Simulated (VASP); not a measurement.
Write the native input for VASP 6.6.1 that does the following.

```yaml
Task: single point
Functional: PBEsol
Dispersion: D3(BJ)
Potentials_or_basis: VASP PAW PBE potentials, release 64 (W_sv, Se)
Cutoff: 520 eV
k_mesh: 12 × 12 × 2
Occupations: gaussian, width 0.05 eV
Spin: no spin polarisation
Dipole_correction: no
Further_INCAR_settings: ALGO = Normal; EDIFF = 1e-07; NBANDS = 20
```

The structure of WSe2 lies in POSCAR:

```
WSe2
1.0
    3.2644131109      0.0000000000      0.0000000000
   -1.6322065555      2.8270646825      0.0000000000
    0.0000000000      0.0000000000     17.2088864976
W Se
1 2
Direct
    0.0000000000      0.0000000000      0.0000000000
    0.3333333333      0.6666666667      0.0997865200
    0.3333333333      0.6666666667      0.9002134800
```

This cell differs from its parent crystal: ratio of the length along z to the lengths across it x 1.05, volume and fractional coordinates fixed.

These files were run (other wordings do the same):

INCAR

```
  PREC = Accurate
  ENCUT = 520
  EDIFF = 1E-7
  ISMEAR = 0
  SIGMA = 0.05
  LREAL = F
  LASPH = T
  NELM = 80
  ALGO = Normal
  ISIF = 2
  LWAVE = F
  LCHARG = F
  GGA = PS
  IVDW = 12
  NBANDS = 20
```

KPOINTS

```
Automatic mesh
0
Gamma
  12 12 2
```

Potentials or basis: VASP PAW PBE potentials, release 64 (W_sv, Se).

Run with:

```console
$ cat potpaw_PBE.64/W_sv/POTCAR potpaw_PBE.64/Se/POTCAR > POTCAR
$ mpirun -np 1 vasp_std > vasp.out
```

It gave:

```yaml
Largest_force: 0.723 eV/Å
Band_gap_on_the_k_mesh: 1.53 eV, indirect (least direct gap 1.80 eV)
Dispersion_energy_per_atom: -0.287 eV
```

Caveat: the PAW data sets were made with another functional, which shifts forces and pressure a little; spin-orbit coupling is left out, which moves the levels of the heavy elements.

It took 60 s on 1 thread of Intel(R) Xeon(R) 6975P-C (Granite Rapids), on a shared host, peak memory 0.32 GiB.
